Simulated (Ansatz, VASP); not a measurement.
# One calculation of NaRh2, two programs

```xyz
3
Lattice="-1.5744 1.5744 5.1226 1.5744 -1.5744 5.1226 1.5744 1.5744 -5.1226" Properties=species:S:1:pos:R:3 pbc="T T T"
Na    0.0000    0.0000    0.0000
Rh    0.0000    0.0000    3.4834
Rh    0.0000    0.0000    6.7618
```

Alike in both runs: task single point; functional PBE; k mesh 8 × 8 × 8; occupations gaussian, width 0.1 eV; no spin polarisation.

```csv
,VASP,Ansatz
version,VASP 6.6.1,Ansatz 0.2.0
potentials or method,"VASP PAW PBE potentials, release 64 (Na_pv, Rh_pv), cutoff 500 eV","scalar-relativistic, plane waves, PAW"
valence electrons in the cell,37,43
```

```tsv
	VASP	Ansatz	Ansatz less VASP
gap on the k mesh at the Fermi level (eV)	none	none	-
pressure (GPa)	-8.4	-8.5	-0.10
traceless stress, the component that is largest in VASP (GPa)	-0.14	-0.11	+0.027
rms of the force components (eV/Å)	0.935	0.931	-0.0043
```

Atom by atom the forces differ by 0.004 eV/Å (rms over components). A gap of «none» marks a metal or a gap that the smearing closes. VASP's potentials hold 37 valence electrons a cell and Ansatz's 43, so a difference there can come from the potentials and not from the codes.
